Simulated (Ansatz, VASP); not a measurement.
One calculation of Si, two programs

```
Si
1.0
     3.83204    0.00000    0.00000
    -1.91602    3.31865    0.00000
     0.00000    0.00000    6.34155
Si
4
Direct
  0.33333 0.66667 0.00007
  0.66667 0.33333 0.50007
  0.33333 0.66667 0.37393
  0.66667 0.33333 0.87393
```

Alike in both runs: functional r2SCAN; k mesh 9 × 9 × 6; occupations gaussian, width 0.02 eV; no spin polarisation.

Ansatz relaxed the structure, and its values are those at the end. VASP's run is a single point on that final structure, the one shown.

|  | VASP | Ansatz |
| --- | --- | --- |
| version | VASP 6.6.1 | Ansatz 0.2.0 |
| potentials or method | VASP PAW PBE potentials, release 64 (Si), cutoff 520 eV | scalar-relativistic, plane waves, PAW |
| valence electrons in the cell | 16 | 16 |

|  | VASP | Ansatz | Ansatz less VASP |
| --- | --- | --- | --- |
| gap on the k mesh at the Fermi level (eV) | 0.66 | 0.65 | -0.013 |
| least direct gap on the mesh (eV) | 1.38 | 1.36 | -0.013 |
| pressure (GPa) | -0.2 | 0.0 | +0.22 |

VASP's potentials were made for PBE, not for r2SCAN.
